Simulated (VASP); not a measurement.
Hf4Br, 5 atoms in the cell. It takes space group F-43m (No. 216, cubic). The conventional cell has a = 8.145 Å, b = 8.145 Å, c = 8.145 Å, α = 90.00°, β = 90.00°, γ = 90.00°. Within 3.5 Å of Hf (site symmetry 3m) lie 6 Hf at 2.62 to 3.14 Å and 3 Br at 3.41 Å. Within 4.5 Å of Br (site symmetry -43m) lie 12 Hf at 3.41 Å. 

```yaml
Program: VASP 6.6.1
Task: relaxation of cell and atoms
Functional: PBE
Potentials_or_basis: VASP PAW PBE potentials, release 64 (Hf_pv, Br)
Cutoff: 600 eV
k_mesh: 4 × 4 × 4
Occupations: gaussian, width 0.1 eV
Spin: no spin polarisation
Dipole_correction: no
Further_INCAR_settings: ALGO = Normal; EDIFF = 1e-06; IBRION = 2; EDIFFG = -0.04; NSW = 90; ISIF = 3
```

Potentials or basis: VASP PAW PBE potentials, release 64 (Hf_pv, Br).

Launch:

```sh
$ cat potpaw_PBE.64/Hf_pv/POTCAR potpaw_PBE.64/Br/POTCAR > POTCAR
$ mpirun -np 1 vasp_std > vasp.out
```

Hardware: 1 thread of AMD EPYC 7571, with other jobs on the host.

**Question.** Estimate the wall time of this run.

**Answer.** Wall time 7.3 min on 1 thread of AMD EPYC 7571, on a shared host, peak memory 0.32 GiB. Counts: scf iterations 54, k points 8, ion steps 6.
